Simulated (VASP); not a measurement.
# Si (a cell with a defect) in VASP: further runs

Si (a cell with a defect) is run at these levels: PBE; tasks: single point.

Everything below comes from runs of VASP 6.6.1. Logs are shortened: lines on timing, memory, paths and dates and some standing lists are left out, and cuts for length are marked.

### Step 1. The cell of the first run

The cell holds a defect, 17 atoms: a = 7.679 Å, b = 7.679 Å, c = 7.679 Å, α = 60.00°, β = 60.00°, γ = 60.00°.

### Step 2. Single point, PBE

INCAR

```
PREC = Accurate
ENCUT = 520
EDIFF = 1E-7
ISMEAR = 0
SIGMA = 0.02
LREAL = Auto
LASPH = T
NELM = 60
ALGO = Normal
ISIF = 2
LWAVE = F
LCHARG = F
GGA = PE
NBANDS = 48
```

KPOINTS

```
Automatic mesh
0
Gamma
  2 2 2
```

POSCAR

```
Si
1.0
    0.0000000000      5.4300000000      5.4300000000
    5.4300000000      0.0000000000      5.4300000000
    5.4300000000      5.4300000000      0.0000000000
Si
17
Direct
   -0.0001428177      0.0003096685      0.0001603131
    0.1239099448      0.1251589319      0.1248324125
    0.0029525783      0.0033476059      0.4971551565
    0.1244893186      0.1251121547      0.6264436464
    0.0028158379      0.4974335175      0.0031069982
    0.1245017495      0.6265641805      0.1248864641
    0.0028595764      0.4973698895      0.4972002762
    0.1314416206      0.6231734807      0.6229296501
    0.4963325967      0.0038346225      0.0037364641
    0.6262138122      0.1252388582      0.1249981584
    0.4969662983      0.0032097606      0.4973316759
    0.6226990792      0.1315587477      0.6235007366
    0.4969762431      0.4975141805      0.0030548803
    0.6225802026      0.6236183241      0.1315682320
    0.5000458564      0.5001388582      0.5001629834
    0.6228327808      0.6231348066      0.6229861878
    0.7499281768      0.7504009208      0.7502918969
```

Potentials or basis: VASP PAW PBE potentials, release 64 (Si).

Command:

```sh
$ cat potpaw_PBE.64/Si/POTCAR > POTCAR
$ mpirun -np 1 vasp_std > vasp.out
```

OUTCAR:

```text
PREC = Accurate
   ENCUT = 520
   EDIFF = 1E-7
   ISMEAR = 0
   LREAL = Auto
   LASPH = T
   NELM = 60
   ISIF = 2
   GGA = PE

 ion  position               nearest neighbor table
   1  1.000  0.000  0.000-   2 2.34  10 2.34   4 2.34   6 2.34
   2  0.124  0.125  0.125-   5 2.33   3 2.33   9 2.34   1 2.34
   3  0.003  0.003  0.497-   2 2.33   4 2.34   8 2.38  12 2.38  17 2.75
   4  0.124  0.125  0.626-   7 2.33  11 2.34   3 2.34   1 2.34
   5  0.003  0.497  0.003-   2 2.33   6 2.34   8 2.38  14 2.38  17 2.75
   6  0.125  0.627  0.125-   7 2.33  13 2.34   5 2.34   1 2.34
   7  0.003  0.497  0.497-   4 2.33   6 2.33  16 2.38   8 2.38  17 2.75
   8  0.131  0.623  0.623-  15 2.31   7 2.38   3 2.38   5 2.38  17 2.39
   9  0.496  0.004  0.004-   2 2.34  10 2.34  14 2.38  12 2.38  17 2.75
  10  0.626  0.125  0.125-  13 2.33  11 2.33   9 2.34   1 2.34
  11  0.497  0.003  0.497-  10 2.33   4 2.34  16 2.38  12 2.38  17 2.75
  12  0.623  0.132  0.624-  15 2.31   9 2.38  11 2.38   3 2.38  17 2.39
  13  0.497  0.498  0.003-  10 2.33   6 2.34  16 2.38  14 2.38  17 2.75
  14  0.623  0.624  0.132-  15 2.31   9 2.38  13 2.38   5 2.38  17 2.39
  15  0.500  0.500  0.500-  12 2.31  14 2.31   8 2.31  16 2.31
  16  0.623  0.623  0.623-  15 2.31   7 2.38  13 2.38  11 2.38  17 2.39
  17  0.750  0.750  0.750-  12 2.39  14 2.39   8 2.39  16 2.39   5 2.75  13 2.75  11 2.75   3 2.75
                             7 2.75   9 2.75

  LATTYP: Found a face centered cubic cell.
 ALAT       =    10.8600000000

  Lattice vectors:

 A1 = (   0.0000000000,   5.4300000000,   5.4300000000)
 A2 = (   5.4300000000,   0.0000000000,   5.4300000000)
 A3 = (   5.4300000000,   5.4300000000,   0.0000000000)

Analysis of symmetry for initial positions (statically):
=====================================================================
 Subroutine PRICEL returns:
 Original cell was already a primitive cell.

 Routine SETGRP: Setting up the symmetry group for a
 face centered cubic supercell.

 Subroutine GETGRP returns: Found  1 space group operations
 (whereof  1 operations were pure point group operations)
 out of a pool of 48 trial point group operations.

The static configuration has the point symmetry C_1 .

Analysis of symmetry for dynamics (positions and initial velocities):
=====================================================================
 Subroutine PRICEL returns:
 Original cell was already a primitive cell.

 Routine SETGRP: Setting up the symmetry group for a
 face centered cubic supercell.

 Subroutine GETGRP returns: Found  1 space group operations
 (whereof  1 operations were pure point group operations)
 out of a pool of 48 trial point group operations.

[... 121 lines left out ...]
   POTIM  = 0.5000    time-step for ionic-motion
   TEBEG  =    0.0;   TEEND  =   0.0 temperature during run
   PSTRESS=    0.0 pullay stress
   NELECT =      68.0000    total number of electrons
   NUPDOWN=      -1.0000    fix difference up-down
   EMIN   =  10.00;   EMAX   =-10.00  energy-range for DOS
   EFERMI =   0.00;   METHOD = LEGACY
   ISMEAR =     0;   SIGMA  =   0.02  broadening in eV -4-tet -1-fermi 0-gaus
   EFERMI_NEDOS =   21; number of points for ismear=-14 and -15
   IALGO  =     38    algorithm
   IMIX   =      4    mixing-type and parameters
     AMIX     =   0.40;   BMIX     =  1.00
     AMIX_MAG =   1.60;   BMIX_MAG =  1.00
  volume/ion in A,a.u.               =      18.84       127.11
  Fermi-wavevector in a.u.,A,eV,Ry     =   0.976715  1.845724 12.979587  0.953973
  Thomas-Fermi vector in A             =   2.107356
   LORBIT       =      0    0 simple, 1 ext, 2 COOP (PROOUT), +10 PAW based schemes
   GGA     = PE    functional components
   LHFCALC =     F    Hartree Fock is set to
   AEXX    =    0.0000 exact exchange contribution
   IVDW    =     0    specifies the selected vdW correction
   LEPSILON=     F    determine dielectric tensor
   LRPA    =     F    only Hartree local field effects (RPA)
 non-spin polarized calculation
 Gauss-broadening in eV      SIGMA  =   0.02
  energy-cutoff  :      520.00
  volume of cell :      320.21
 maximum number of plane-waves:      8646
 NGX is ok and might be reduce to    60
   NGX = 29   NGY = 29   NGZ = 29

 number of electron      68.0000001 magnetization

 Free energy of the ion-electron system (eV)
  ---------------------------------------------------
  ext. energy  EPLUGINS =         0.00000000
  ---------------------------------------------------
  free energy    TOTEN  =       -87.99001607 eV

  energy without entropy =      -87.98616219  energy(sigma->0) =      -87.98808913

 E-fermi :   6.9202     XC(G=0):  -9.6742

 val. band max:        6.6791924998   @ k =   0.0000   0.0000   0.0000
 cond. band min:       6.9255624736   @ k =   0.0000   0.5000   0.5000
 fundamental gap:      0.2463699739
 Fermi energy:         6.9202044063

 k-point     1 :       0.0000    0.0000    0.0000
  band No.  band energies     occupation
      1      -6.3185      2.00000
      2      -3.7736      2.00000
      3      -3.6293      2.00000
      4      -3.6271      2.00000
      5      -3.6268      2.00000
      6      -2.8068      2.00000
[... 381 lines left out ...]
     45      10.1239      0.00000
     46      10.1248      0.00000
 [bands above 46 left out]

------------------------ aborting loop because EDIFF is reached ----------------------------------------

  FORCE on cell =-STRESS in cart. coord.  units (eV):
  Direction    XX          YY          ZZ          XY          YZ          ZX
  --------------------------------------------------------------------------------------
  -------------------------------------------------------------------------------------
  Total       10.6416665     10.6882261     10.6816856     -0.0238763     -0.0588234     -0.0075248
  in kB       53.2464603     53.4794251     53.4466990     -0.1194670     -0.2943276     -0.0376509
  external PRESSURE =      53.3908615 kB  Pullay stress =       0.0000000 kB

 VOLUME and BASIS-vectors are now :
 -----------------------------------------------------------------------------
  energy-cutoff  :      520.00
  volume of cell :      320.21
      direct lattice vectors                 reciprocal lattice vectors
     0.000000000  5.430000000  5.430000000    -0.092081031  0.092081031  0.092081031
     5.430000000  0.000000000  5.430000000     0.092081031 -0.092081031  0.092081031
     5.430000000  5.430000000  0.000000000     0.092081031  0.092081031 -0.092081031

 POSITION                                       TOTAL-FORCE (eV/Angst)
 -----------------------------------------------------------------------------------
      0.00255      5.43010      5.43091        -0.003735     -0.000778     -0.001829
      1.35745      1.35067      1.35244        -0.008842      0.011047      0.005518
      2.71773      2.71558      0.03421         0.013819      0.004451     -0.005815
      4.08095      4.07757      1.35534        -0.012588      0.003701     -0.013624
      2.71794      0.03216      2.71635         0.014913     -0.004465      0.006996
      4.08038      1.35418      4.07829        -0.008376     -0.012327      0.002827
[... 9 lines left out ...]
      6.76644      6.76480      6.76560         0.001822      0.000642      0.001067
      8.14876      8.14620      8.14679        -0.008399     -0.000543     -0.003245
 -----------------------------------------------------------------------------------
    total drift:                               -0.006168      0.001040     -0.001568

  FREE ENERGIE OF THE ION-ELECTRON SYSTEM (eV)
  ---------------------------------------------------
  free  energy   TOTEN  =       -87.9900160680 eV

  energy  without entropy=      -87.9861621872  energy(sigma->0) =      -87.98808913
```

OSZICAR:

```text
N       E                     dE             d eps       ncg     rms          rms(c)
DAV:   1     0.165438588029E+03    0.16544E+03   -0.26103E+04   768   0.117E+03
DAV:   2    -0.744448722344E+02   -0.23988E+03   -0.22665E+03   944   0.171E+02
DAV:   3    -0.892866488291E+02   -0.14842E+02   -0.14509E+02   968   0.377E+01
DAV:   4    -0.895960368720E+02   -0.30939E+00   -0.30786E+00   952   0.674E+00
DAV:   5    -0.896037251233E+02   -0.76883E-02   -0.76849E-02   968   0.101E+00    0.146E+01
DAV:   6    -0.884487842392E+02    0.11549E+01   -0.86258E-01   896   0.278E+00    0.889E+00
DAV:   7    -0.879800735737E+02    0.46871E+00   -0.12325E+00   872   0.326E+00    0.816E-01
DAV:   8    -0.879874806765E+02   -0.74071E-02   -0.58825E-02   896   0.872E-01    0.417E-01
DAV:   9    -0.879890055055E+02   -0.15248E-02   -0.57169E-03   896   0.256E-01    0.184E-01
DAV:  10    -0.879898245323E+02   -0.81903E-03   -0.90434E-04   896   0.106E-01    0.815E-02
DAV:  11    -0.879900056928E+02   -0.18116E-03   -0.21444E-04   880   0.539E-02    0.143E-02
DAV:  12    -0.879900138017E+02   -0.81089E-05   -0.10939E-05   960   0.122E-02    0.759E-03
DAV:  13    -0.879900161454E+02   -0.23437E-05   -0.33205E-06   880   0.639E-03    0.180E-03
DAV:  14    -0.879900159756E+02    0.16981E-06   -0.16893E-07   704   0.154E-03    0.881E-04
DAV:  15    -0.879900160680E+02   -0.92388E-07   -0.99237E-08   624   0.119E-03
   1 F= -.87990016E+02 E0= -.87988089E+02  d E =-.385388E-02
```

It took 5.6 min on 1 thread of Intel Xeon 8259CL, shared host; peak memory 0.47 GiB.

Results:

| Item | Value |
| --- | --- |
| Free energy | -87.9900 eV |
| Pressure | 5.3 GPa |
| Largest force | 0.022 eV/Å |
| Band gap on the k mesh | zero (bands 34 and 35 overlap by 0.25 eV) |

Forces on the atoms (eV/Å):
```
Si  -0.004 -0.001 -0.002
Si  -0.009  0.011  0.006
Si   0.014  0.004 -0.006
Si  -0.013  0.004 -0.014
Si   0.015 -0.004  0.007
Si  -0.008 -0.012  0.003
Si   0.009  0.002  0.006
Si   0.001 -0.001 -0.001
Si  -0.015  0.003  0.006
Si  -0.018 -0.006 -0.011
Si   0.013  0.005  0.003
Si   0.004 -0.006  0.004
Si   0.014  0.000  0.006
Si   0.003  0.003 -0.004
Si  -0.001 -0.002 -0.001
Si   0.002  0.001  0.001
Si  -0.008 -0.001 -0.003
```

Levels at points of the mesh, in eV from the Fermi level:
```tsv
k point	band 30	band 31	band 32	band 33	band 34	band 35	band 36	band 37	band 38	band 39
(0.00, 0.00, 0.00)	-1.76	-0.83	-0.83	-0.83	-0.25	-0.25	-0.24	0.07	0.08	0.40
(0.50, 0.00, 0.00)	-1.59	-1.58	-1.44	-1.44	-0.35	0.53	0.53	0.89	0.89	1.28
(0.00, 0.50, 0.00)	-1.59	-1.59	-1.44	-1.44	-0.35	0.53	0.53	0.89	0.89	1.28
(0.00, 0.00, 0.50)	-1.59	-1.59	-1.44	-1.44	-0.35	0.53	0.53	0.89	0.89	1.28
(0.50, 0.50, 0.50)	-1.59	-1.58	-1.44	-1.44	-0.35	0.52	0.53	0.89	0.89	1.28
(0.50, 0.50, 0.00)	-2.03	-2.03	-1.90	-1.00	0.01	0.71	1.01	1.02	1.14	1.89
(0.00, 0.50, 0.50)	-2.03	-2.03	-1.90	-1.00	0.01	0.71	1.02	1.02	1.14	1.89
(0.50, 0.00, 0.50)	-2.03	-2.03	-1.90	-1.00	0.01	0.71	1.01	1.02	1.14	1.89
```

Caveat: the k points lie up to 0.50 Å⁻¹ apart.

### Step 3. Single point, PBE

INCAR

```
PREC     = Accurate       # precision mode
ENCUT    = 520            # plane-wave cutoff, eV
EDIFF    = 1E-7           # SCF threshold, eV
ISMEAR   = 0              # smearing method
SIGMA    = 0.02           # smearing width, eV
LREAL    = Auto         
LASPH    = T              # aspherical terms in the spheres
NELM     = 80             # most SCF steps
ALGO     = Normal         # electronic algorithm
ISIF     = 2              # what is computed and relaxed
LWAVE    = F              # write WAVECAR
LCHARG   = F              # write CHGCAR
GGA      = PE             # functional
NBANDS   = 48             # bands
```

KPOINTS is that of step 2.

POSCAR

```
Si
1.0
    0.0000000000      5.4300000000      5.4300000000
    5.4300000000      0.0000000000      5.4300000000
    5.4300000000      5.4300000000      0.0000000000
Si
17
Direct
   -0.0071589319      0.0021508287      0.0026607735
    0.1215650092      0.1281200737      0.1282408840
    0.0001798343     -0.0011045120      0.5005555249
    0.1214215470      0.1280243094      0.6224692449
    0.0002662983      0.5003976059     -0.0012081031
    0.1215819521      0.6218165746      0.1283292818
    0.0001930939      0.5002964088      0.5006260589
    0.1250086556      0.6250259669      0.6249445672
    0.5018909761      0.0020476980      0.0024362799
    0.6242834254      0.1246023941      0.1260788214
    0.5016406077      0.0017658379      0.4947085635
    0.6279642726      0.1280346225      0.6222675875
    0.5019487109      0.4931752302      0.0025752302
    0.6279948435      0.6217699816      0.1281913444
    0.4988835175      0.5002599448      0.5005098527
    0.6279478821      0.6215813996      0.6223909761
    0.3743030387      0.8746164825      0.8760450276
```

Potentials or basis: VASP PAW PBE potentials, release 64 (Si).

Command:

```sh
$ cat potpaw_PBE.64/Si/POTCAR > POTCAR
$ mpirun -np 1 vasp_std > vasp.out
```

OUTCAR:

```text
PREC = Accurate
   ENCUT = 520
   EDIFF = 1E-7
   ISMEAR = 0
   LREAL = Auto
   LASPH = T
   NELM = 80
   ISIF = 2
   GGA = PE

 ion  position               nearest neighbor table
   1  0.993  0.002  0.003-  10 2.31   4 2.38   2 2.38   6 2.38  17 2.39
   2  0.122  0.128  0.128-   5 2.33   3 2.33   1 2.38   9 2.38  17 2.75
   3  0.000  0.999  0.501-  12 2.33   4 2.33   2 2.33   8 2.34
   4  0.121  0.128  0.622-   7 2.33   3 2.33   1 2.38  11 2.38  17 2.75
   5  0.000  0.500  0.999-  14 2.33   6 2.33   2 2.33   8 2.34
   6  0.122  0.622  0.128-   5 2.33   7 2.33   1 2.38  13 2.38  17 2.74
[... 616 lines left out ...]
  Total       10.6830980     10.6849559     10.6759271      0.0055992     -0.0015349      0.0021581
  in kB       53.4537662     53.4630626     53.4178860      0.0280160     -0.0076802      0.0107983
  external PRESSURE =      53.4449049 kB  Pullay stress =       0.0000000 kB

 VOLUME and BASIS-vectors are now :
 -----------------------------------------------------------------------------
  energy-cutoff  :      520.00
  volume of cell :      320.21
      direct lattice vectors                 reciprocal lattice vectors
     0.000000000  5.430000000  5.430000000    -0.092081031  0.092081031  0.092081031
     5.430000000  0.000000000  5.430000000     0.092081031 -0.092081031  0.092081031
     5.430000000  5.430000000  0.000000000     0.092081031  0.092081031 -0.092081031

 POSITION                                       TOTAL-FORCE (eV/Angst)
 -----------------------------------------------------------------------------------
      0.02613      5.40557      5.40281        -0.004556      0.006169      0.002393
      1.39204      1.35645      1.35579        -0.015365      0.004406     -0.000056
      8.14202      2.71899      5.42498        -0.016156      0.014795     -0.012034
      4.07518      4.03933      1.35449        -0.004080      0.018145      0.002200
      8.14060      5.42489      2.71860        -0.012142     -0.012546      0.011847
      4.07329      1.35702      4.03665         0.000488      0.002513      0.017683
[... 9 lines left out ...]
      6.75477      6.78934      6.78494         0.021007     -0.003191      0.000615
      9.50609      6.78939      6.78163        -0.000887     -0.000237      0.000990
 -----------------------------------------------------------------------------------
    total drift:                               -0.005647     -0.000656      0.010029

  FREE ENERGIE OF THE ION-ELECTRON SYSTEM (eV)
  ---------------------------------------------------
  free  energy   TOTEN  =       -87.9900390130 eV

  energy  without entropy=      -87.9861825036  energy(sigma->0) =      -87.98811076
```

OSZICAR:

```text
N       E                     dE             d eps       ncg     rms          rms(c)
DAV:   1     0.164869422027E+03    0.16487E+03   -0.26109E+04   768   0.117E+03
DAV:   2    -0.744850877803E+02   -0.23935E+03   -0.22611E+03   944   0.171E+02
DAV:   3    -0.892868535657E+02   -0.14802E+02   -0.14398E+02   984   0.375E+01
DAV:   4    -0.895947253287E+02   -0.30787E+00   -0.30650E+00   944   0.661E+00
DAV:   5    -0.896024578050E+02   -0.77325E-02   -0.77290E-02   936   0.101E+00    0.146E+01
DAV:   6    -0.884487667968E+02    0.11537E+01   -0.85652E-01   896   0.277E+00    0.888E+00
DAV:   7    -0.879801644229E+02    0.46860E+00   -0.12359E+00   872   0.326E+00    0.810E-01
DAV:   8    -0.879875030518E+02   -0.73386E-02   -0.59265E-02   888   0.875E-01    0.416E-01
DAV:   9    -0.879890261486E+02   -0.15231E-02   -0.56959E-03   904   0.256E-01    0.184E-01
DAV:  10    -0.879898466065E+02   -0.82046E-03   -0.91055E-04   888   0.106E-01    0.814E-02
DAV:  11    -0.879900282044E+02   -0.18160E-03   -0.21292E-04   888   0.538E-02    0.146E-02
DAV:  12    -0.879900367690E+02   -0.85646E-05   -0.11388E-05   960   0.124E-02    0.751E-03
DAV:  13    -0.879900390916E+02   -0.23226E-05   -0.32950E-06   880   0.638E-03    0.180E-03
DAV:  14    -0.879900389231E+02    0.16845E-06   -0.16814E-07   688   0.153E-03    0.866E-04
DAV:  15    -0.879900390130E+02   -0.89882E-07   -0.97987E-08   624   0.118E-03
   1 F= -.87990039E+02 E0= -.87988111E+02  d E =-.385651E-02
```

Run time: 5.9 min. Hardware: 1 thread of Intel Xeon 8259CL, shared host; peak memory 0.47 GiB.

Results:

```yaml
Free_energy: -87.9900 eV
Pressure: 5.3 GPa
Largest_force: 0.026 eV/Å
Band_gap_on_the_k_mesh: zero (bands 34 and 35 overlap by 0.25 eV)
```

Forces on the atoms (eV/Å):
```
Si  -0.005  0.006  0.002
Si  -0.015  0.004  0.000
Si  -0.016  0.015 -0.012
Si  -0.004  0.018  0.002
Si  -0.012 -0.013  0.012
Si   0.000  0.003  0.018
Si   0.013  0.014  0.015
Si   0.001  0.000 -0.002
Si   0.001  0.000 -0.001
Si  -0.001 -0.001  0.001
Si  -0.005 -0.006  0.005
Si  -0.001 -0.002 -0.026
Si   0.005 -0.004 -0.001
Si   0.004 -0.015 -0.002
Si   0.015 -0.017 -0.013
Si   0.021 -0.003  0.001
Si  -0.001  0.000  0.001
```

Caveat: the k points lie up to 0.50 Å⁻¹ apart.

The gap in the log of VASP goes by the Fermi energy; the results here count the filled bands.